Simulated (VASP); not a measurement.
# BN (Cmcm) in VASP: a series of runs, part 2 of 2

VASP 6.6.1.

### Step 4. Relaxation of the atoms, LDA (normal strain along x +0.0733, normal strain along z -0.0367)

Contents of INCAR:

```
SYSTEM = BN
  PREC = Accurate
  ENCUT = 520
  EDIFF = 1E-7
  ISMEAR = 0
  SIGMA = 0.05
  LREAL = .FALSE.
  LASPH = .TRUE.
  NELM = 100
  ALGO = Normal
  ISIF = 2
  LWAVE = .FALSE.
  LCHARG = .FALSE.
  GGA = CA
  IBRION = 2
  NSW = 50
  EDIFFG = -0.01
```

Contents of KPOINTS:

```
Automatic mesh
0
G
  12 12 4
  0 0 0
```

Contents of POSCAR:

```
BN
1.0
    2.6707478959      0.0000000000      0.0000000000
   -1.3353739480      2.1549757989      0.0000000000
    0.0000000000      0.0000000000      6.2568950294
B N
2 2
Direct
    0.3333333333      0.6666666667      0.2500000000
    0.6666666667      0.3333333333      0.7500000000
    0.3333333333      0.6666666667      0.7500000000
    0.6666666667      0.3333333333      0.2500000000
```

Potentials or basis: VASP PAW LDA potentials, release 64 (B, N).

Started as:

```sh
$ cat potpaw_LDA.64/B/POTCAR potpaw_LDA.64/N/POTCAR > POTCAR
$ mpirun -np 1 vasp_std > vasp.out
```

OUTCAR:

```text
SYSTEM = BN
   PREC = Accurate
   ENCUT = 520
   EDIFF = 1E-7
   ISMEAR = 0
   LREAL = .FALSE.
   LASPH = .TRUE.
   NELM = 100
   ISIF = 2
   GGA = CA
   IBRION = 2
   NSW = 50
   EDIFFG = -0.01

 ion  position               nearest neighbor table
   1  0.333  0.667  0.250-   4 1.44   4 1.52   4 1.52
   2  0.667  0.333  0.750-   3 1.44   3 1.52   3 1.52
   3  0.333  0.667  0.750-   2 1.44   2 1.52   2 1.52
   4  0.667  0.333  0.250-   1 1.44   1 1.52   1 1.52

  Warning from LATTYP: Monoclinic adjustment (A1->A3, A2->A1, A3->A2)!
  LATTYP: Found a base centered orthorhombic cell.
 ALAT       =     2.6707478959
 B/A-ratio  =     1.6137620494
 C/A-ratio  =     2.3427501484

  Lattice vectors:

 A1 = (   1.3353739480,  -2.1549757989,   0.0000000000)
 A2 = (   1.3353739479,   2.1549757989,   0.0000000000)
[... 389 lines left out ...]
 fundamental gap:      3.6212237187
 Fermi energy:         2.7706896824

 k-point     1 :       0.0000    0.0000    0.0000
  band No.  band energies     occupation
      1     -14.9035      2.00000
      2     -14.4081      2.00000
      3      -3.9326      2.00000
      4      -0.9655      2.00000
      5       0.5989      2.00000
      6       0.6878      2.00000
      7       1.0931      2.00000
      8       1.1638      2.00000
      9       7.5748      0.00000
     10      12.1299      0.00000
     11      12.4678      0.00000
     12      12.5540      0.00000
[... 331 lines left out ...]
 k-point    24 :       0.4167    0.1667    0.0000
  band No.  band energies     occupation
      1     -11.7337      2.00000
      2     -11.6270      2.00000
      3      -6.0265      2.00000
      4      -5.9031      2.00000
      5      -2.7789      2.00000
      6      -2.6308      2.00000
      7       0.9250      2.00000
      8       2.0985      2.00000
      9       6.4659      0.00000
     10       7.6076      0.00000
     11      12.9951      0.00000
     12      13.9603      0.00000

 [... further k-points ...]
[... 5 lines left out ...]
  --------------------------------------------------------------------------------------
  -------------------------------------------------------------------------------------
  Total      -12.6016046     -2.6797333      0.1524161      0.0000000      0.0000000      0.0000000
  in kB     -560.6634809   -119.2251802      6.7812123      0.0000000      0.0000000      0.0000000
  external PRESSURE =    -224.3691496 kB  Pullay stress =       0.0000000 kB
[... 19 lines left out ...]
  FREE ENERGIE OF THE ION-ELECTRON SYSTEM (eV)
  ---------------------------------------------------
  free  energy   TOTEN  =       -38.1251626797 eV

  energy  without entropy=      -38.1251626797  energy(sigma->0) =      -38.12516268

 reached required accuracy - stopping structural energy minimisation
```

OSZICAR:

```text
N       E                     dE             d eps       ncg     rms          rms(c)
DAV:   1     0.526196468557E+02    0.52620E+02   -0.82460E+03  3112   0.123E+03
DAV:   2    -0.377861395450E+02   -0.90406E+02   -0.82469E+02  4584   0.243E+02
DAV:   3    -0.414263271971E+02   -0.36402E+01   -0.36116E+01  3964   0.502E+01
DAV:   4    -0.414595425064E+02   -0.33215E-01   -0.33194E-01  3752   0.525E+00
[... 153 lines left out ...]
DAV:   1    -0.381250734610E+02    0.81167E-04   -0.14971E-01  3096   0.365E+00    0.671E-02
DAV:   2    -0.381251845631E+02   -0.11110E-03   -0.14726E-03  3860   0.357E-01    0.408E-02
DAV:   3    -0.381251652176E+02    0.19346E-04   -0.27171E-05  3704   0.543E-02    0.168E-02
DAV:   4    -0.381251627459E+02    0.24718E-05   -0.92861E-06  3780   0.286E-02    0.305E-03
DAV:   5    -0.381251626797E+02    0.66106E-07   -0.88568E-07  3612   0.929E-03
  22 F= -.38125163E+02 E0= -.38125163E+02  d E =-.394768E-04
```

Run time: 6.3 min. Hardware: 1 thread of Intel Xeon Platinum 8259CL at 2.50GHz (Skylake/Cascade Lake), shared host; peak memory 0.17 GiB.

What came out:

```yaml
Free_energy: -38.1252 eV
Energy_gained_by_relaxing: 2.6 meV/atom
Ionic_steps: 22
Pressure_after_relaxing: -22.4 GPa
Band_gap_on_the_k_mesh: 3.62 eV, indirect (least direct gap 3.75 eV)
```

Stress tensor (GPa, compression positive):
```
-56.07   0.00   0.00
  0.00 -11.92   0.00
  0.00   0.00   0.68
```

The path:
```
step  energy change (eV)  largest force (eV/Å)  pressure (GPa)
   1              0.0000                0.5828          -21.85
   2              0.0426                1.2904          -23.18
   3             -0.0089                0.0128          -22.43
   4             -0.0089                0.0229          -22.42
   5             -0.0089                0.0218          -22.42
   6             -0.0090                0.0196          -22.43
   7             -0.0091                0.0154          -22.43
   8             -0.0094                0.0125          -22.44
   9             -0.0098                0.0241          -22.45
  10             -0.0102                0.0469          -22.48
  11             -0.0103                0.0222          -22.46
  12             -0.0103                0.0102          -22.43
  13             -0.0103                0.0107          -22.43
  14             -0.0103                0.0121          -22.43
  15             -0.0103                0.0153          -22.43
  16             -0.0103                0.0218          -22.42
  17             -0.0103                0.0348          -22.41
  18             -0.0104                0.0347          -22.41
  19             -0.0104                0.0322          -22.41
  20             -0.0104                0.0277          -22.41
  21             -0.0104                0.0187          -22.42
  22             -0.0104                0.0018          -22.44
```

Final structure:
```xyz
4
Lattice="2.6707 0.0000 0.0000 -1.3354 2.1550 0.0000 0.0000 0.0000 6.2569" Properties=species:S:1:pos:R:3 pbc="T T T"
B     0.0000    1.4968    1.5642
B     1.3354    0.6582    4.6927
N     0.0000    1.3611    4.6927
N     1.3354    0.7939    1.5642
```

Levels at points of the mesh, in eV from the valence-band top:
```csv
k point,band 5,band 6,band 7,band 8,band 9,band 10,band 11,band 12
"(0.00, 0.00, 0.00)",-1.93,-1.84,-1.43,-1.36,5.05,9.60,9.94,10.03
"(0.50, 0.00, 0.00)",-3.90,-3.78,-2.05,-0.66,3.62,5.26,9.01,9.43
"(0.00, 0.50, 0.00)",-4.98,-4.84,-1.54,-0.06,3.69,5.61,7.30,7.39
"(0.00, 0.00, 0.50)",-1.88,-1.88,-1.40,-1.40,7.54,7.54,10.07,10.07
"(0.50, 0.00, 0.50)",-3.84,-3.84,-1.28,-1.28,4.02,4.02,9.50,9.50
"(0.00, 0.50, 0.50)",-4.91,-4.91,-0.77,-0.77,4.33,4.33,7.47,7.47
```

Caveat: the cell differs from its parent crystal (normal strain along x +0.0733, normal strain along z -0.0367). A k mesh can miss the band edges.

### Step 5. Single point, LDA (normal strain along x -0.0367, normal strain along z +0.0000)

Contents of INCAR:

```
PREC = Accurate
ENCUT = 520
EDIFF = 1E-6
ISMEAR = 0
SIGMA = 0.05
LREAL = False
LASPH = True
NELM = 60
ALGO = Normal
ISIF = 2
LWAVE = False
LCHARG = False
NBANDS = 16
```

Contents of KPOINTS:

```
Automatic mesh
0
Gamma
  12 12 4
```

Contents of POSCAR:

```
BN
1.0
    2.3970292072      0.0000000000      0.0000000000
   -1.1985146036      2.1549757989      0.0000000000
    0.0000000000      0.0000000000      6.4952714932
B N
2 2
Direct
    0.3275488647      0.6550977295      0.2500000000
    0.6724511353      0.3449022705      0.7500000000
    0.3422098535      0.6844197071      0.7500000000
    0.6577901465      0.3155802929      0.2500000000
```

Started as:

```sh
$ cat potpaw_LDA.64/B/POTCAR potpaw_LDA.64/N/POTCAR > POTCAR
$ mpirun -np 1 vasp_std > vasp.out
```

Run time: 29 s. Hardware: 1 thread of Intel Xeon Platinum 8559C (Emerald Rapids), shared host; peak memory 0.16 GiB.

It converged, with:

| Property | Result |
| --- | --- |
| Free energy | -38.4272 eV |
| Pressure | 16.1 GPa |
| Largest force | 0.004 eV/Å |
| Band gap on the k mesh | 3.95 eV, indirect (least direct gap 4.56 eV) |

Forces in eV/Å, atoms in the order of the input:
```
B    0.000  0.004  0.000
B    0.000 -0.004  0.000
N    0.000  0.003  0.000
N    0.000 -0.003  0.000
```

Stress tensor (GPa, compression positive):
```
38.18  0.00  0.00
 0.00 10.26  0.00
 0.00  0.00 -0.13
```

Levels at points of the mesh, in eV from the valence-band top:
| k point | band 4 | band 5 | band 6 | band 7 | band 8 | band 9 | band 10 | band 11 | band 12 | band 13 |
| --- | --- | --- | --- | --- | --- | --- | --- | --- | --- | --- |
| (0.00, 0.00, 0.00) | -4.49 | -1.60 | -1.56 | -1.03 | -1.00 | 4.97 | 10.47 | 11.54 | 11.84 | 12.22 |
| (0.50, 0.00, 0.00) | -9.10 | -4.58 | -4.50 | -1.59 | -0.42 | 4.14 | 5.81 | 9.82 | 10.26 | 12.68 |
| (0.00, 0.50, 0.00) | -9.30 | -3.85 | -3.78 | -1.87 | -0.76 | 3.95 | 5.47 | 10.47 | 11.51 | 12.40 |
| (0.00, 0.00, 0.50) | -5.83 | -1.58 | -1.58 | -1.02 | -1.02 | 7.59 | 7.59 | 11.72 | 11.72 | 12.28 |
| (0.50, 0.00, 0.50) | -9.15 | -4.54 | -4.54 | -0.99 | -0.99 | 4.71 | 4.71 | 10.25 | 10.25 | 13.66 |
| (0.00, 0.50, 0.50) | -9.34 | -3.81 | -3.81 | -1.28 | -1.28 | 4.41 | 4.41 | 11.38 | 11.38 | 13.56 |

Caveat: the cell differs from its parent crystal (normal strain along x -0.0367, normal strain along z +0.0000). A k mesh can miss the band edges.

### Step 6. Single point, LDA (normal strain along x +0.0367, normal strain along z -0.0367)

Contents of INCAR:

```
SYSTEM = BN
PREC     = Accurate       ! precision mode
ENCUT    = 520            ! plane-wave cutoff, eV
EDIFF    = 1E-6           ! SCF threshold, eV
ISMEAR   = 0              ! smearing method
SIGMA    = 0.05           ! smearing width, eV
LREAL    = .FALSE.        ! projectors in reciprocal space
LASPH    = .TRUE.         ! aspherical terms in the spheres
NELM     = 100            ! most SCF steps
ALGO     = Normal         ! electronic algorithm
ISIF     = 2              ! what is computed and relaxed
LWAVE    = .FALSE.        ! write WAVECAR
LCHARG   = .FALSE.        ! write CHGCAR
GGA      = CA             ! functional
NBANDS   = 16             ! bands
```

Contents of KPOINTS:

```
Automatic mesh
0
G
  12 12 4
  0 0 0
```

Contents of POSCAR:

```
BN
1.0
    2.5796742231      0.0000000000      0.0000000000
   -1.2898371116      2.1549757989      0.0000000000
    0.0000000000      0.0000000000      6.2568950294
B N
2 2
Direct
    0.3397075590      0.6794151180      0.2500000000
    0.6602924410      0.3205848820      0.7500000000
    0.3247141329      0.6494282658      0.7500000000
    0.6752858671      0.3505717342      0.2500000000
```

Potentials or basis: VASP PAW LDA potentials, release 64 (B, N).

Started as:

```sh
$ cat potpaw_LDA.64/B/POTCAR potpaw_LDA.64/N/POTCAR > POTCAR
$ mpirun -np 1 vasp_std > vasp.out
```

Wall time 32 s (1 thread of Intel Xeon Platinum 8559C (Emerald Rapids), shared host); peak memory 0.17 GiB.

Results (log left out):

* Free energy: -38.4598 eV
* Pressure: -12.0 GPa
* Largest force: 0.004 eV/Å
* Band gap on the k mesh: 3.79 eV, indirect (least direct gap 4.05 eV)

Forces on the atoms (eV/Å):
```
B    0.000 -0.004  0.000
B    0.000  0.004  0.000
N    0.000 -0.004  0.000
N    0.000  0.004  0.000
```

Stress tensor (GPa, compression positive):
```
-30.57   0.00   0.00
  0.00  -6.23   0.00
  0.00   0.00   0.95
```

Levels at points of the mesh, in eV from the valence-band top:
| k point | band 4 | band 5 | band 6 | band 7 | band 8 | band 9 | band 10 | band 11 | band 12 | band 13 |
| --- | --- | --- | --- | --- | --- | --- | --- | --- | --- | --- |
| (0.00, 0.00, 0.00) | -3.66 | -1.69 | -1.62 | -1.35 | -1.28 | 5.25 | 10.44 | 10.72 | 10.79 | 10.96 |
| (0.50, 0.00, 0.00) | -8.83 | -4.05 | -3.93 | -1.90 | -0.50 | 3.79 | 5.54 | 9.35 | 9.74 | 12.26 |
| (0.00, 0.50, 0.00) | -8.66 | -4.65 | -4.52 | -1.64 | -0.18 | 3.87 | 5.76 | 8.54 | 8.61 | 12.51 |
| (0.00, 0.00, 0.50) | -5.32 | -1.65 | -1.65 | -1.31 | -1.31 | 7.91 | 7.91 | 10.84 | 10.84 | 11.12 |
| (0.50, 0.00, 0.50) | -8.90 | -3.99 | -3.99 | -1.13 | -1.13 | 4.27 | 4.27 | 9.81 | 9.81 | 13.21 |
| (0.00, 0.50, 0.50) | -8.73 | -4.59 | -4.59 | -0.87 | -0.87 | 4.47 | 4.47 | 8.74 | 8.74 | 13.28 |

Caveat: the cell differs from its parent crystal (normal strain along x +0.0367, normal strain along z -0.0367). A k mesh can miss the band edges.

### Step 7. Summary

```csv
task,cell,gap on the mesh (eV),pressure (GPa)
single point,"a = 2.306, b = 2.444, c = 5.781 Å, angles 90.0, 90.0, 118.1°, 4 atoms",3.59,41.7
single point,"a = 2.397, b = 2.466, c = 5.781 Å, angles 90.0, 90.0, 119.1°, 4 atoms",3.80,20.7
relaxation of the atoms,"atoms relaxed from a = 2.671, b = 2.535, c = 6.257 Å, angles 90.0, 90.0, 121.8°, 4 atoms",3.62,-22.4
single point,"a = 2.397, b = 2.466, c = 6.495 Å, angles 90.0, 90.0, 119.1°, 4 atoms",3.95,16.1
single point,"a = 2.580, b = 2.511, c = 6.257 Å, angles 90.0, 90.0, 120.9°, 4 atoms",3.79,-12.0
```

Alike in all rows: level LDA; potentials or basis VASP PAW LDA potentials, release 64 (B, N); no spin polarisation; k mesh 12 × 12 × 4; cutoff (eV) 520; smearing gaussian 0.05 eV.

Total energies depend on the potentials used, so only differences within one code and one set of settings carry meaning.
